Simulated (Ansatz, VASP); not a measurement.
## Ba in VASP and in Ansatz

```
Ba
1.0
    -2.51055    2.51055    2.50981
     2.51055   -2.51055    2.50981
     2.51055    2.51055   -2.50981
Ba
1
Direct
  0.00000 0.00000 0.00000
```

Alike in both runs: functional PBE; k mesh 16 × 16 × 16; occupations gaussian, width 0.1 eV; no spin polarisation.

Ansatz relaxed the structure, and its values are those at the end. VASP's run is a single point on that final structure, the one shown.

|  | VASP | Ansatz |
| --- | --- | --- |
| version | VASP 6.6.1 | Ansatz 0.2.0 |
| potentials or method | VASP PAW PBE potentials, release 64 (Ba_sv), cutoff 520 eV | scalar-relativistic, plane waves, PAW |
| valence electrons in the cell | 10 | 10 |

VASP gave:

| Quantity | Value |
| --- | --- |
| gap on the k mesh at the Fermi level (eV) | none |
| pressure (GPa) | 0.1 |

Task: What did Ansatz give for the same quantities?

Result: gap on the k mesh at the Fermi level (eV): none; pressure (GPa): 0.0.

A gap of «none» marks a metal or a gap that the smearing closes. The functional is the same, so the differences come from potentials, cutoffs and numerics.

Neither program's run includes spin-orbit coupling.
